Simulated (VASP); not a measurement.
Here is a VASP 6.6.1 calculation.

File POSCAR:

```
WAu
1.0
    0.0000000000      2.7479792600      2.7479792600
    2.7479792600      0.0000000000      2.7479792600
    2.7479792600      2.7479792600      0.0000000000
W Au
1 1
Direct
    0.0000000000      0.0000000000      0.0000000000
    0.7500000000      0.7500000000      0.7500000000
```

Contents of INCAR.step1:

```
PREC     = Accurate       # precision mode
ENCUT    = 520            # plane-wave cutoff, eV
EDIFF    = 1E-5           # SCF threshold, eV
ISMEAR   = -1             # smearing method
SIGMA    = 0.05           # smearing width, eV
LREAL    = False          # projectors in reciprocal space
LASPH    = True           # aspherical terms in the spheres
NELM     = 60             # most SCF steps
ALGO     = Normal         # electronic algorithm
ISIF     = 2              # what is computed and relaxed
LWAVE    = True           # write WAVECAR
LCHARG   = False          # write CHGCAR
NBANDS   = 20             # bands
GGA      = PE             # functional
```

INCAR.step2

```
PREC     = Accurate       # precision mode
ENCUT    = 520            # plane-wave cutoff, eV
EDIFF    = 1E-6           # SCF threshold, eV
ISMEAR   = -1             # smearing method
SIGMA    = 0.05           # smearing width, eV
LREAL    = False          # projectors in reciprocal space
LASPH    = True           # aspherical terms in the spheres
NELM     = 60             # most SCF steps
ALGO     = Normal         # electronic algorithm
ISIF     = 2              # what is computed and relaxed
LWAVE    = False          # write WAVECAR
LCHARG   = False          # write CHGCAR
METAGGA  = R2SCAN         # meta-GGA
LHFCALC  = True           # exact exchange
AEXX     = 0.1            # exact-exchange fraction
LMIXTAU  = True         
PRECFOCK = Normal       
NBANDS   = 20             # bands
ISTART   = 1
```

KPOINTS

```
regular mesh
0
Gamma
  4 4 4
```

Potentials or basis: VASP PAW PBE potentials, release 64 (W_sv, Au).

Command:

```sh
$ cat potpaw_PBE.64/W_sv/POTCAR potpaw_PBE.64/Au/POTCAR > POTCAR
$ cp INCAR.step1 INCAR
$ mpirun -np 1 vasp_std > vasp.out
$ cp INCAR.step2 INCAR
$ mpirun -np 1 vasp_std > vasp.out
```

Q: What does it give for the band gap on the k mesh?

A: Zero (an odd number of electrons rules out a gap without spin polarisation).

Q: What does it give for the pressure?

A: 29.0 GPa.

Caveat: the k points lie up to 0.50 Å⁻¹ apart, too coarse for converged energies and pressures of a metal; the PAW data sets were made with another functional, which shifts forces and pressure a little; spin-orbit coupling is left out, which moves the levels of the heavy elements.
